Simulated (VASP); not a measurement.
## Sn4O7 (a cell with a defect): single point with PBEsol+D3(BJ)

Sn4O7 (a cell with a defect):

```
Sn O
1.0
     3.21567    1.85657    4.11087
    -3.21567    1.85657    4.11087
     0.00000   -3.71313    4.11087
Sn O
4 7
Cartesian
  0.0000 0.0000 10.6651
  0.0000 -1.8566 6.5542
  -1.6078 0.9283 6.5542
  1.6078 0.9283 6.5542
  1.6078 -0.9283 5.5791
  0.0000 1.8566 5.5791
  -0.1083 -0.0625 8.2681
  0.0000 0.0000 1.4683
  0.0000 -1.8566 3.4184
  -1.6078 0.9283 3.4184
  1.6078 0.9283 3.4184
```

This cell differs from its parent crystal: atom 7 moved -0.167 of the way to it and +0.600 Å across, host rigid.

```json
{
  "Program": "VASP 6.6.1",
  "Task": "single point",
  "Functional": "PBEsol",
  "Dispersion": "D3(BJ)",
  "Potentials or basis": "VASP PAW PBE potentials, release 64 (Sn_d, O)",
  "Cutoff": "520 eV",
  "k mesh": "6 × 6 × 6",
  "Occupations": "gaussian, width 0.05 eV",
  "Spin": "no spin polarisation"
}
```

```yaml
Largest_force: 3.880 eV/Å
Dispersion_energy_per_atom: -0.191 eV
```

Forces on the atoms (eV/Å):
```
Sn  -1.834 -1.059  0.920
Sn   1.913 -1.042  1.664
Sn   0.054  2.178  1.664
Sn  -0.024 -0.014 -0.656
O   -1.700  0.897  0.595
O   -0.073 -1.921  0.595
O    0.998  0.576 -3.705
O   -0.137 -0.079 -0.058
O    0.892 -0.605 -0.381
O   -0.078  1.075 -0.381
O   -0.010 -0.006 -0.257
```

Levels at points of the mesh, in eV from the Fermi level:
| k point | band 46 | band 47 | band 48 | band 49 | band 50 | band 51 |
| --- | --- | --- | --- | --- | --- | --- |
| (0.00, 0.00, 0.00) | -0.60 | -0.24 | 0.03 | 0.05 | 2.78 | 2.93 |
| (0.50, 0.00, 0.00) | -0.41 | -0.35 | 0.04 | 0.24 | 1.83 | 3.00 |
| (0.00, 0.50, 0.00) | -0.76 | -0.17 | -0.04 | 0.19 | 2.15 | 3.53 |
| (0.50, 0.50, 0.00) | -0.71 | -0.51 | -0.08 | 0.88 | 2.10 | 3.01 |
| (0.00, 0.50, 0.50) | -1.03 | -0.55 | -0.31 | 0.62 | 2.65 | 3.12 |
| (0.50, 0.50, 0.50) | -1.52 | -0.99 | -0.51 | 1.02 | 3.01 | 3.10 |

Run time: 6 min on 1 thread of Intel(R) Xeon(R) 6975P-C (Granite Rapids), with other jobs on the host, peak memory 0.54 GiB.

Caveat: the cell carries a net charge on a neutralising background, which shifts energy and pressure; the cell differs from its parent crystal (atom 7 moved -0.167 of the way to it and +0.600 Å across, host rigid); the cell is charged against a uniform background, so pressure and absolute levels hang on convention; the PAW data sets were made with another functional, which shifts forces and pressure a little; spin-orbit coupling is left out, which moves the levels of the heavy elements.
